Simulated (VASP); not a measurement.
Here is a VASP 6.6.1 calculation.

The input INCAR:

```
SYSTEM = Sn
PREC = Accurate
ENCUT = 520
EDIFF = 1E-6
ISMEAR = -1
SIGMA = 0.05
LREAL = .False.
LASPH = .True.
NELM = 80
ALGO = Normal
ISIF = 2
LWAVE = .False.
LCHARG = .False.
GGA = B5
ALDAX = 1.0
AGGAX = 1.0
AGGAC = 1.0
ALDAC = 0.0
IVDW = 13
VDW_S6 = 1.0
VDW_S8 = 2.34076671
VDW_A1 = 0.44488865
VDW_A2 = 4.0933009
NBANDS = 13
```

File KPOINTS:

```
Automatic mesh
0
Gamma
  11 11 11
  0 0 0
```

File POSCAR:

```
Sn
1.0
   -1.7226850621      1.7229841469      2.3701619775
    1.7226850621     -1.7229841469      2.3701619775
    1.7226850621      1.7229841469     -2.3701619775
Sn
1
Direct
    0.0000000000      0.0000000000      0.0000000000
```

Potentials or basis: VASP PAW PBE potentials, release 64 (Sn_d).

Launch:

```sh
$ cat potpaw_PBE.64/Sn_d/POTCAR > POTCAR
$ mpirun -np 1 vasp_std > vasp.out
```

Question: Predict the band gap on the k mesh.

Answer: Zero (band 7 reaches 15.37 eV, above the bottom of band 8 at 6.51 eV).

Question: What does it give for the pressure?

Answer: 0.0 GPa.

Question: What does it give for the dispersion energy per atom?

Answer: -0.761 eV.

Caveat: the PAW data sets were made with another functional, which shifts forces and pressure a little; spin-orbit coupling is left out, which moves the levels of the heavy elements; pairwise dispersion overbinds metals, which lowers pressure and volume.
